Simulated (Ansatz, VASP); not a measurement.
# WS2 in VASP and in Ansatz

```xyz
6
Lattice="3.1800 0.0000 0.0000 -1.5900 2.7540 0.0000 0.0000 0.0000 12.5000" Properties=species:S:1:pos:R:3 pbc="T T T"
W     1.5900    0.9180    9.3750
W     0.0000    1.8360    3.1250
S     1.5900    0.9180    4.6875
S     0.0000    1.8360   10.9375
S     1.5900    0.9180    1.5625
S     0.0000    1.8360    7.8125
```

Alike in both runs: task single point; functional PBE; k mesh 4 × 4 × 1; occupations fermi-dirac, width 0.05 eV; no spin polarisation.

|  | VASP | Ansatz |
| --- | --- | --- |
| version | VASP 6.6.1 | Ansatz 0.2.0 |
| potentials or method | VASP PAW PBE potentials, release 64 (W_sv, S) | Ansatz PAW |
| plane-wave cutoff (eV) | 520 | 420 |
| valence electrons in the cell | 52 | 52 |

|  | VASP | Ansatz | Ansatz less VASP |
| --- | --- | --- | --- |
| gap on the k mesh at the Fermi level (eV) | 1.40 | 1.39 | -0.016 |
| least direct gap on the mesh (eV) | 2.26 | 2.24 | -0.012 |
| pressure (GPa) | 2.0 | 2.0 | +0.03 |
| traceless stress, the component that is largest in VASP (GPa) | 1.41 | 1.42 | +0.008 |
| rms of the force components (eV/Å) | 0.027 | 0.026 | -0.0009 |

Atom by atom the forces differ by 0.001 eV/Å (rms over components).

The k mesh is coarse, so the values compare programs but aren't converged. Spin-orbit coupling is off throughout.
